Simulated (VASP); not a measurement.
**AlN: single point with HSE06**

The system is AlN.

```
Al N
1.0
     0.00000    2.18488    2.09748
     2.18488    0.00000    2.09748
     2.18488    2.18488    0.00000
Al N
1 1
Direct
  0.00000 0.00000 0.00000
  0.25000 0.25000 0.25000
```

This cell differs from its parent crystal: uniaxial z strain -4.0%.

| Item | Value |
| --- | --- |
| Program | VASP 6.6.1 |
| Task | single point |
| Functional | HSE06 |
| Potentials or basis | VASP PAW PBE potentials, release 64 (Al, N) |
| Cutoff | 520 eV |
| k mesh | 8 × 8 × 8 |
| Occupations | gaussian, width 0.01 eV |
| Spin | no spin polarisation |
| Dipole correction | no |
| Grid for exact exchange (PRECFOCK) | Normal |
| Further INCAR settings | ALGO = Normal; EDIFF = 1e-06; NBANDS = 11 |
| Share of exact exchange | 0.25 |
| Screening parameter | 0.2079 1/Å |

The pressure is 8.3 GPa. The band gap on the k mesh is 4.36 eV (least direct gap 5.82 eV).

Stress tensor (GPa, compression positive):
```
 6.70  0.00  0.00
 0.00  6.70  0.00
 0.00  0.00 11.59
```

Levels at points of the mesh, in eV from the valence-band top:
| k point | band 1 | band 2 | band 3 | band 4 | band 5 | band 6 | band 7 | band 8 |
| --- | --- | --- | --- | --- | --- | --- | --- | --- |
| (0.00, 0.00, 0.00) | -16.83 | -0.16 | -0.16 | 0.00 | 5.82 | 14.53 | 14.57 | 14.57 |
| (0.50, 0.00, 0.00) | -14.52 | -6.64 | -0.83 | -0.47 | 9.08 | 11.84 | 12.51 | 13.42 |
| (0.50, 0.50, 0.00) | -13.67 | -5.30 | -2.35 | -2.35 | 4.36 | 9.80 | 17.09 | 18.00 |
| (0.50, 0.00, 0.50) | -13.87 | -5.72 | -1.98 | -1.98 | 4.56 | 10.44 | 16.30 | 17.70 |

It took 53 min on 1 thread of AMD EPYC 7R43 64-Core Processor (Zen 3), with other jobs on the host, peak memory 0.23 GiB.

Caveat: the cell differs from its parent crystal (uniaxial z strain -4.0%); the cell stands under pressure; the PAW data sets were made with another functional, which shifts forces and pressure a little. A k mesh can miss the band edges.
